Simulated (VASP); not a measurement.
Runs of VASP 6.6.1 on Pd. The structure is that of space group I4/mmm (No. 139), or close to it. The cells are those of the table. 

```tsv
cell	gap on the mesh (eV)	pressure (GPa)
a = 2.863, b = 2.863, c = 2.971 Å, angles 58.7, 58.7, 62.5°, 1 atom	none	-13.8
a = 2.753, b = 2.753, c = 2.861 Å, angles 58.7, 58.7, 62.6°, 1 atom	none	0.6
a = 2.759, b = 2.759, c = 2.971 Å, angles 57.4, 57.4, 65.1°, 1 atom	none	(a)
a = 2.810, b = 2.810, c = 2.971 Å, angles 58.1, 58.1, 63.8°, 1 atom	none	(b)
a = 2.701, b = 2.701, c = 2.861 Å, angles 58.0, 58.0, 64.0°, 1 atom	none	8.9
a = 2.810, b = 2.810, c = 2.640 Å, angles 62.0, 62.0, 56.0°, 1 atom	none	9.5
```

Alike in all rows: task single point; level PBE; potentials or basis VASP PAW PBE potentials, release 64 (Pd); no spin polarisation; k mesh 20 × 20 × 20; cutoff (eV) 520; smearing gaussian 0.15 eV.

Question: Fill in the values left out.

Answer: (a) -4.2; (b) -9.7.

Caveats: the cell stands under tension (at least some runs); the cell stands under pressure (at least some runs); the stress differs along the axes, from 3 to 13 GPa (at least some runs).

A k mesh can miss the band edges, and the runs leave out spin-orbit coupling on Pd.

A gap of «none» marks levels without a gap at the run's occupations.
